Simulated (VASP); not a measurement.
# Pt (R-3m) in VASP: single point with PBE

Aim: the single point of Pt with PBE.

Program: VASP 6.6.1. These are calculated values, not measurements. Logs are shortened: lines on timing, memory, paths and dates and some standing lists are left out, and cuts for length are marked.

## (1) The cell of the first run

The structure is trigonal, space group R-3m (No. 166). The conventional cell has a = 4.591 Å, b = 4.591 Å, c = 2.614 Å, α = 90.00°, β = 90.00°, γ = 120.00°. Pt (site symmetry -3m) has 14 Pt at 2.61 to 3.17 Å within 3.4 Å.

## (2) Single point, PBE

INCAR reads:

```
PREC = Accurate
ENCUT = 520
EDIFF = 1E-6
ISMEAR = 0
SIGMA = 0.15
LREAL = False
LASPH = True
NELM = 80
ALGO = Fast
ISIF = 2
LWAVE = False
LCHARG = False
GGA = PE
NBANDS = 11
```

KPOINTS reads:

```
regular mesh
0
Gamma
  24 24 24
```

POSCAR reads:

```
Pt
1.0
   -1.6608801563      1.5851396932      1.5851396932
    1.5851396932     -1.6608801563      1.5851396932
    1.5851396932      1.5851396932     -1.6608801563
Pt
1
Direct
    0.0000000000      0.0000000000      0.0000000000
```

Potentials or basis: VASP PAW PBE potentials, release 64 (Pt).

Started as:

```console
> cat potpaw_PBE.64/Pt/POTCAR > POTCAR
> mpirun -np 1 vasp_std > vasp.out
```

OUTCAR:

```text
PREC = Accurate
   ENCUT = 520
   EDIFF = 1E-6
   ISMEAR = 0
   LREAL = False
   LASPH = True
   NELM = 80
   ISIF = 2
   GGA = PE

 ion  position               nearest neighbor table
   1  0.000  0.000  0.000-

  LATTYP: Found a trigonal (rhomboedric) cell.
 ALAT       =     2.7899567358
 COS(alpha) =    -0.3536531715

  Lattice vectors:

 A1 = (  -1.6608801563,   1.5851396932,   1.5851396932)
 A2 = (   1.5851396932,  -1.6608801563,   1.5851396932)
 A3 = (   1.5851396932,   1.5851396932,  -1.6608801563)

Analysis of symmetry for initial positions (statically):
=====================================================================
 Subroutine PRICEL returns:
 Original cell was already a primitive cell.

 Routine SETGRP: Setting up the symmetry group for a
 trigonal (rhombohedral) supercell.

 Subroutine GETGRP returns: Found 12 space group operations
 (whereof 12 operations were pure point group operations)
 out of a pool of 12 trial point group operations.

The static configuration has the point symmetry D_3d.

Analysis of symmetry for dynamics (positions and initial velocities):
=====================================================================
 Subroutine PRICEL returns:
 Original cell was already a primitive cell.

 Routine SETGRP: Setting up the symmetry group for a
 trigonal (rhombohedral) supercell.

 Subroutine GETGRP returns: Found 12 space group operations
 (whereof 12 operations were pure point group operations)
 out of a pool of 12 trial point group operations.

The dynamic configuration has the point symmetry D_3d.

 Subroutine INISYM returns: Found 12 space group operations
 (whereof 12 operations are pure point group operations),
 and found     1 'primitive' translations

----------------------------------------------------------------------------------------

                                     Primitive cell

  volume of cell :      15.9040

  direct lattice vectors                    reciprocal lattice vectors
    -1.660880156  1.585139693  1.585139693     0.015458689  0.323528278  0.323528278
     1.585139693 -1.660880156  1.585139693     0.323528278  0.015458689  0.323528278
     1.585139693  1.585139693 -1.660880156     0.323528278  0.323528278  0.015458689

  length of vectors
     2.789956736  2.789956736  2.789956736     0.457799153  0.457799153  0.457799153

  position of ions in fractional coordinates (direct lattice)
     0.000000000  0.000000000  0.000000000

  ion indices of the primitive-cell ions
   primitive index   ion index
                 1           1

----------------------------------------------------------------------------------------

 KPOINTS: regular mesh

Automatic generation of k-mesh.
 Grid dimensions read from file:
 generate k-points for:   24   24   24

 Generating k-lattice:

  Cartesian coordinates                     Fractional coordinates (reciprocal lattice)
     0.000644112  0.013480345  0.013480345     0.041666667  0.000000000  0.000000000
     0.013480345  0.000644112  0.013480345     0.000000000  0.041666667  0.000000000
     0.013480345  0.013480345  0.000644112     0.000000000  0.000000000  0.041666667

  Length of vectors
     0.019074965  0.019074965  0.019074965

  Shift w.r.t. Gamma in fractional coordinates (k-lattice)
     0.000000000  0.000000000  0.000000000

 Subroutine IBZKPT returns following result:
 ===========================================

 Found   1313 irreducible k-points:

 Following reciprocal coordinates:
            Coordinates               Weight
  0.000000  0.000000  0.000000      1.000000
  0.041667 -0.000000 -0.000000      6.000000
  0.083333 -0.000000 -0.000000      6.000000
  0.125000 -0.000000 -0.000000      6.000000
  0.166667 -0.000000 -0.000000      6.000000
  0.208333 -0.000000 -0.000000      6.000000
[... 16 lines left out ...]
  0.416667  0.041667 -0.000000     12.000000
  0.458333  0.041667 -0.000000     12.000000
 [... further k-points ...]
   k-points           NKPTS =   1313   k-points in BZ     NKDIM =   1313   number of bands    NBANDS=     11
   number of dos      NEDOS =    301   number of ions     NIONS =      1
   total plane-waves  NPLWV =  13824
   dimension x,y,z NGX =    24 NGY =   24 NGZ =   24
   dimension x,y,z NGXF=    48 NGYF=   48 NGZF=   48
   ions per type =               1
   NGX,Y,Z   is equivalent  to a cutoff of  14.30, 14.30, 14.30 a.u.
   NGXF,Y,Z  is equivalent  to a cutoff of  28.60, 28.60, 28.60 a.u.
 SYSTEM =  unknown system
   PREC   = accura    normal or accurate (medium, high low for compatibility)
   ISTART =      0    job   : 0-new  1-cont  2-samecut
   ICHARG =      2    charge: 1-file 2-atom 10-const
   ISPIN  =      1    spin polarized calculation?
   LNONCOLLINEAR =      F non collinear calculations
   LSORBIT =      F    spin-orbit coupling
   LASPH  =      T    aspherical Exc in radial PAW
   ENCUT  =  520.0 eV  38.22 Ry    6.18 a.u.   5.19  5.19  5.19*2*pi/ulx,y,z
   NELM   =     80;   NELMIN=  2; NELMDL= -5     # of ELM steps
   EDIFF  = 0.1E-05   stopping-criterion for ELM
   LREAL  =      F    real-space projection
   EDIFFG = 0.1E-04   stopping-criterion for IOM
   NSW    =      0    number of steps for IOM
   IBRION =     -1    ionic relax: 0-MD 1-quasi-New 2-CG
   NFREE  =      0    steps in history (QN), initial steepest desc. (CG)
   ISIF   =      2    stress and relaxation
   ISYM   =      2    0-nonsym 1-usesym 2-fastsym
   POTIM  = 0.5000    time-step for ionic-motion
   TEBEG  =    0.0;   TEEND  =   0.0 temperature during run
   PSTRESS=    0.0 pullay stress
   NELECT =      10.0000    total number of electrons
   NUPDOWN=      -1.0000    fix difference up-down
   EMIN   =  10.00;   EMAX   =-10.00  energy-range for DOS
   EFERMI =   0.00;   METHOD = LEGACY
   ISMEAR =     0;   SIGMA  =   0.15  broadening in eV -4-tet -1-fermi 0-gaus
   EFERMI_NEDOS =   21; number of points for ismear=-14 and -15
   IALGO  =     68    algorithm
   IMIX   =      4    mixing-type and parameters
     AMIX     =   0.40;   BMIX     =  1.00
     AMIX_MAG =   1.60;   BMIX_MAG =  1.00
  volume/ion in A,a.u.               =      15.90       107.33
  Fermi-wavevector in a.u.,A,eV,Ry     =   1.402510  2.650360 26.763132  1.967035
  Thomas-Fermi vector in A             =   2.525265
   LORBIT       =      0    0 simple, 1 ext, 2 COOP (PROOUT), +10 PAW based schemes
   GGA     = PE    functional components
   LHFCALC =     F    Hartree Fock is set to
   AEXX    =    0.0000 exact exchange contribution
   IVDW    =     0    specifies the selected vdW correction
   LEPSILON=     F    determine dielectric tensor
   LRPA    =     F    only Hartree local field effects (RPA)
 non-spin polarized calculation
 RMM-DIIS sequential band-by-band and
 Gauss-broadening in eV      SIGMA  =   0.15
  energy-cutoff  :      520.00
  volume of cell :       15.90
 maximum number of plane-waves:       444
 NGX is ok and might be reduce to    24
   NGX = 11   NGY = 11   NGZ = 11

 number of electron      10.0000001 magnetization

 Free energy of the ion-electron system (eV)
  ---------------------------------------------------
  ext. energy  EPLUGINS =         0.00000000
  ---------------------------------------------------
  free energy    TOTEN  =        -5.94781079 eV

  energy without entropy =       -5.93495834  energy(sigma->0) =       -5.94138457

 E-fermi :  10.0832     XC(G=0): -13.1583

 val. band max:       10.0801815678   @ k =  -0.3750   0.1250   0.0000
 cond. band min:      10.0832892166   @ k =  -0.3750   0.4167   0.0833
 fundamental gap:      0.0031076488
 Fermi energy:        10.0832493009

 k-point     1 :       0.0000    0.0000    0.0000
  band No.  band energies     occupation
      1       0.6537      2.00000
      2       5.9250      2.00000
      3       6.9196      2.00000
      4       6.9196      2.00000
      5       9.1978      2.00000
      6       9.1978      2.00000
      7      26.3661      0.00000
      8      27.5320      0.00000
      9      27.5320      0.00000
     10      37.0221      0.00000
     11      37.0920      0.00000

 k-point     2 :       0.0417   -0.0000   -0.0000
  band No.  band energies     occupation
      1       0.7297      2.00000
      2       5.9747      2.00000
      3       6.8917      2.00000
      4       6.9434      2.00000
      5       9.1412      2.00000
      6       9.1883      2.00000
      7      26.4295      0.00000
      8      27.6166      0.00000
      9      27.6404      0.00000
     10      35.3792      0.00000
     11      36.1440      0.00000

 k-point     3 :       0.0833   -0.0000   -0.0000
  band No.  band energies     occupation
      1       0.9543      2.00000
      2       6.1151      2.00000
      3       6.8099      2.00000
      4       7.0184      2.00000
      5       8.9874      2.00000
      6       9.1628      2.00000
      7      26.5987      0.00000
      8      27.8258      0.00000
      9      27.9560      0.00000
     10      33.9227      0.00000
     11      34.8459      0.00000

 k-point     4 :       0.1250   -0.0000   -0.0000
  band No.  band energies     occupation
      1       1.3162      2.00000
      2       6.3144      2.00000
      3       6.6803      2.00000
      4       7.1618      2.00000
      5       8.7805      2.00000
      6       9.1287      2.00000
      7      26.7971      0.00000
      8      28.0010      0.00000
      9      28.4492      0.00000
     10      32.7508      0.00000
     11      33.4047      0.00000
[... 239 lines left out ...]
 k-point    22 :       0.3750    0.0417   -0.0000
  band No.  band energies     occupation
      1       3.7611      2.00000
      2       5.5308      2.00000
      3       8.2623      2.00000
      4       8.9868      2.00000
      5       9.2982      2.00000
      6      10.9043      0.00000
      7      19.3327      0.00000
      8      23.7045      0.00000
      9      26.7527      0.00000
     10      33.2144      0.00000
     11      33.7959      0.00000

 k-point    23 :       0.4167    0.0417   -0.0000
  band No.  band energies     occupation
      1       3.7340      2.00000
      2       5.4403      2.00000
      3       8.5996      2.00000
      4       9.0324      2.00000
      5       9.8338      1.98134
      6      11.4628      0.00000
      7      17.9715      0.00000
      8      23.3305      0.00000
      9      25.9242      0.00000
     10      33.3467      0.00000
     11      34.1990      0.00000

 k-point    24 :       0.4583    0.0417   -0.0000
  band No.  band energies     occupation
      1       3.7083      2.00000
      2       5.3958      2.00000
      3       8.7427      2.00000
      4       9.0321      2.00000
      5      10.3275      0.02131
      6      11.7330      0.00000
      7      17.1450      0.00000
      8      23.1396      0.00000
      9      25.4861      0.00000
     10      33.2475      0.00000
     11      34.5692      0.00000

 [... further k-points ...]

------------------------ aborting loop because EDIFF is reached ----------------------------------------

  FORCE on cell =-STRESS in cart. coord.  units (eV):
  Direction    XX          YY          ZZ          XY          YZ          ZX
  --------------------------------------------------------------------------------------
  -------------------------------------------------------------------------------------
  Total        0.0650631      0.0650631      0.0650631      0.8664622      0.8664622      0.8664622
  in kB        6.5544845      6.5544845      6.5544845     87.2878390     87.2878390     87.2878390
  external PRESSURE =       6.5544845 kB  Pullay stress =       0.0000000 kB

 VOLUME and BASIS-vectors are now :
 -----------------------------------------------------------------------------
  energy-cutoff  :      520.00
  volume of cell :       15.90
      direct lattice vectors                 reciprocal lattice vectors
    -1.660880156  1.585139693  1.585139693     0.015458689  0.323528278  0.323528278
     1.585139693 -1.660880156  1.585139693     0.323528278  0.015458689  0.323528278
     1.585139693  1.585139693 -1.660880156     0.323528278  0.323528278  0.015458689

 POSITION                                       TOTAL-FORCE (eV/Angst)
 -----------------------------------------------------------------------------------
      0.00000      0.00000      0.00000        -0.000000     -0.000000     -0.000000
 -----------------------------------------------------------------------------------
    total drift:                                0.000000      0.000000     -0.000000

  FREE ENERGIE OF THE ION-ELECTRON SYSTEM (eV)
  ---------------------------------------------------
  free  energy   TOTEN  =        -5.9478107922 eV

  energy  without entropy=       -5.9349583390  energy(sigma->0) =       -5.94138457
```

Wall time 4 min (1 thread of Intel Xeon 8259CL, shared host); peak memory 0.34 GiB.

What came out:

| Property | Result |
| --- | --- |
| Free energy | -5.9478 eV |
| Pressure | 0.7 GPa |
| Band gap on the k mesh | zero (bands 5 and 6 overlap by 2.50 eV) |

Caveat: spin-orbit coupling is left out, which moves the levels of the heavy elements.
